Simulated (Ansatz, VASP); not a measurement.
## CdS, level by level in two programs

```
CELL_PARAMETERS angstrom
0.00000 2.85696 2.85696
2.85696 0.00000 2.85696
2.85696 2.85696 0.00000
ATOMIC_POSITIONS crystal
Cd 0.00000 0.00000 0.00000
S 0.75000 0.75000 0.75000
```

Single points on this cell with VASP 6.6.1 and Ansatz 0.2.0. Each row is one pair of runs. Alike in all rows: k mesh: 8 × 8 × 8.

```csv
level,spin,smearing,"VASP's potentials, cutoff","Ansatz's potentials, cutoff","gap on the k mesh at the Fermi level (eV), VASP","gap on the k mesh at the Fermi level (eV), Ansatz","least direct gap on the mesh (eV), VASP","least direct gap on the mesh (eV), Ansatz","pressure (GPa), VASP","pressure (GPa), Ansatz"
RPBE,off,"fermi-dirac, width 0.05 eV","VASP PAW PBE potentials, release 64 (Cd, S), 520 eV","Ansatz PAW, 420 eV",1.46,1.46,1.46,1.46,10.4,10.0
revPBE+D3(BJ),off,"fermi-dirac, width 0.05 eV","VASP PAW PBE potentials, release 64 (Cd, S), 520 eV","Ansatz PAW, 420 eV",1.42,1.41,1.42,1.41,4.7,4.3
BLYP+D4,off,"fermi-dirac, width 0.05 eV","VASP PAW PBE potentials, release 64 (Cd, S), 520 eV","Ansatz PAW, 420 eV",1.27,1.24,1.27,1.24,6.8,6.2
r2SCAN+rVV10,off,"fermi-dirac, width 0.05 eV","VASP PAW PBE potentials, release 64 (Cd, S), 520 eV","Ansatz PAW, 500 eV",1.67,1.67,1.67,1.67,5.8,5.2
PBE,"non-collinear, zero start, SOC","fermi-dirac, width 0.05 eV","VASP PAW PBE potentials, release 64 (Cd, S), 520 eV","Ansatz PAW, 420 eV",-,-,-,-,7.9,?
r2SCAN,off,"fermi-dirac, width 0.05 eV","VASP PAW PBE potentials, release 64 (Cd_sv_GW, S), 600 eV","Ansatz PAW, 500 eV",1.73,1.73,1.73,1.73,5.7,6.2
PBE+D3(BJ),"non-collinear, zero start, SOC","fermi-dirac, width 0.1 eV","VASP PAW PBE potentials, release 64 (Cd, S), 520 eV","PseudoDojo standard (PBE files), 1388 eV",-,-,-,-,5.4,5.1
```

Question: Fill in what Ansatz gave in row 5.

Answer: Pressure (GPa): 7.5.

VASP's potentials hold 18 valence electrons a cell and Ansatz's 26 in some rows, so a difference there can come from the potentials and not from the codes.
